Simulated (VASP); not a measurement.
A run of VASP 6.6.1 is set up as follows.

POSCAR

```
ZrC
1.0
    0.0000000000      2.3650000000      2.3650000000
    2.3650000000      0.0000000000      2.3650000000
    2.3650000000      2.3650000000      0.0000000000
Zr C
1 1
Direct
    0.5000000000      0.5000000000      0.5000000000
    0.0000000000      0.0000000000      0.0000000000
```

The input INCAR.step1:

```
SYSTEM = ZrC
PREC = Accurate
ENCUT = 600
ISMEAR = -1
SIGMA = 0.01
LREAL = .FALSE.
LASPH = .TRUE.
NELM = 60
GGA = PE
ALGO = Normal
EDIFF = 1E-4
LWAVE = .TRUE.
LCHARG = .FALSE.
```

INCAR.step2

```
SYSTEM = ZrC
PREC = Accurate
ENCUT = 600
EDIFF = 1E-6
ISMEAR = -1
SIGMA = 0.01
LREAL = .FALSE.
LASPH = .TRUE.
NELM = 60
ALGO = Normal
ISIF = 3
LWAVE = .FALSE.
LCHARG = .FALSE.
METAGGA = R2SCAN
LMIXTAU = .TRUE.
IBRION = 2
NSW = 100
EDIFFG = -0.002
ISTART = 1
```

File KPOINTS:

```
Automatic mesh
0
G
  16 16 16
  0 0 0
```

Potentials or basis: VASP PAW PBE potentials, release 64 (Zr_sv, C).

The run is started by

```bash
$ cat potpaw_PBE.64/Zr_sv/POTCAR potpaw_PBE.64/C/POTCAR > POTCAR
$ cp INCAR.step1 INCAR
$ mpirun -np 1 vasp_std > vasp.out
$ cp INCAR.step2 INCAR
$ mpirun -np 1 vasp_std > vasp.out
```

Problem. Estimate the relaxed volume.

Solution. 13.08 Å³/atom.

Problem. Estimate the relaxed cell.

Solution. a = 3.332 Å, b = 3.332 Å, c = 3.332 Å, α = 60.00°, β = 60.00°, γ = 60.00°.

Problem. What does it give for the space group after relaxing (to 0.1 Å)?

Solution. Fm-3m (No. 225).

Problem. Estimate the band gap on the k mesh.

Solution. Zero (bands 8 and 9 overlap by 1.32 eV).

The path:
| step | energy change (eV) | largest force (eV/Å) | pressure (GPa) | volume (Å³) |
| --- | --- | --- | --- | --- |
| 1 | 0.0000 | 0.0000 | -2.53 | 26.46 |
| 2 | 0.0045 | 0.0000 | 4.55 | 25.66 |
| 3 | -0.0024 | 0.0000 | -0.01 | 26.16 |

Caveat: the PAW data sets were made with another functional, which shifts forces and pressure a little.
